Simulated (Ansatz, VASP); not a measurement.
SrTiO3: VASP beside Ansatz

Contents of INCAR:

```
PREC = Accurate
ENCUT = 520
EDIFF = 1E-6
ISMEAR = 0
SIGMA = 0.05
LREAL = F
LASPH = T
NELM = 100
ALGO = Normal
ISIF = 2
LWAVE = F
LCHARG = F
GGA = PE
NBANDS = 28
```

KPOINTS

```
regular mesh
0
Gamma
  8 8 8
```

Contents of POSCAR:

```
SrTiO3
1.0
    3.9364094381      0.0000000000      0.0000000000
    0.0000000000      3.9364094381      0.0000000000
    0.0000000000      0.0000000000      3.9364094381
Sr Ti O
1 1 3
Direct
    0.0140411192      0.0000000000      0.0000000000
    0.4950481444      0.5000000000      0.5000000000
   -0.0197147655      0.5000000000      0.5000000000
    0.4788163053      0.0000000000      0.5000000000
    0.4788163053      0.5000000000      0.0000000000
```

Input for Ansatz:

```yaml
crystal:
  lattice:
    - [3.9364094381, 0.0, 0.0]
    - [0.0, 3.9364094381, 0.0]
    - [0.0, 0.0, 3.9364094381]
  atoms:
    - { symbol: Sr, position: [0.0140411192, 0.0, 0.0] }
    - { symbol: Ti, position: [0.4950481444, 0.5, 0.5] }
    - { symbol: O, position: [-0.0197147655, 0.5, 0.5] }
    - { symbol: O, position: [0.4788163053, 0.0, 0.5] }
    - { symbol: O, position: [0.4788163053, 0.5, 0.0] }
basis:
  ecutwfc: 520.0
kpoints:
  mp_grid: { grid: [8, 8, 8] }
hamiltonian:
  xc: pbe
  pseudopotentials: { kind: paw, azcp: { folder: soft_1 } }
scf:
  occupations: { method: gaussian, width: 0.05 }
output:
  forces: true
  stress: true
  eigenvalues: true
```

Change from the starting cell: mode 1 frozen in at -0.058 Å and mode 7 at +0.058 Å (largest displacements).

Alike in both runs: task single point; functional PBE; k mesh 8 × 8 × 8; occupations gaussian, width 0.05 eV; no spin polarisation.

|  | VASP | Ansatz |
| --- | --- | --- |
| version | VASP 6.6.1 | Ansatz 0.2.0 |
| potentials or method | VASP PAW PBE potentials, release 64 (Sr_sv, Ti_sv, O), cutoff 520 eV | scalar-relativistic, plane waves, PAW |
| valence electrons in the cell | 40 | 40 |

```csv
,VASP,Ansatz,Ansatz less VASP
gap on the k mesh at the Fermi level (eV),1.84,1.87,+0.034
least direct gap on the mesh (eV),2.23,2.25,+0.018
pressure (GPa),1.1,0.5,-0.62
"traceless stress, the component that is largest in VASP (GPa)",0.47,0.46,-0.012
rms of the force components (eV/Å),0.105,0.106,+0.0002
```

Atom by atom the forces differ by 0.010 eV/Å (rms over components).
